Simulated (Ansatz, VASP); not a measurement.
## One calculation of TaWC2, two programs

```
Ta W C
1.0
     1.56596    0.90411    5.10021
    -1.56596    0.90411    5.10021
     0.00000   -1.80822    5.10021
Ta W C
1 1 2
Direct
  0.50000 0.50000 0.50000
  0.00000 0.00000 0.00000
  0.74879 0.74879 0.74879
  0.25121 0.25121 0.25121
```

Alike in both runs: functional PBE; k mesh 18 × 18 × 18; occupations gaussian, width 0.1 eV; no spin polarisation.

Ansatz relaxed the structure, and its values are those at the end. VASP's run is a single point on that final structure, the one shown.

|  | VASP | Ansatz |
| --- | --- | --- |
| version | VASP 6.6.1 | Ansatz 0.2.0 |
| potentials or method | VASP PAW PBE potentials, release 64 (Ta_pv, W_sv, C), cutoff 520 eV | scalar-relativistic, plane waves, PAW |
| valence electrons in the cell | 33 | 35 |

|  | VASP | Ansatz | Ansatz less VASP |
| --- | --- | --- | --- |
| gap on the k mesh at the Fermi level (eV) | none | none | - |
| pressure (GPa) | 0.8 | 0.0 | -0.78 |
| rms of the force components (eV/Å) | 0.003 | 0.000 | -0.0031 |

A gap of «none» marks a metal or a gap that the smearing closes. VASP's potentials hold 33 valence electrons a cell and Ansatz's 35, so a difference there can come from the potentials and not from the codes.

Spin-orbit coupling is off throughout.
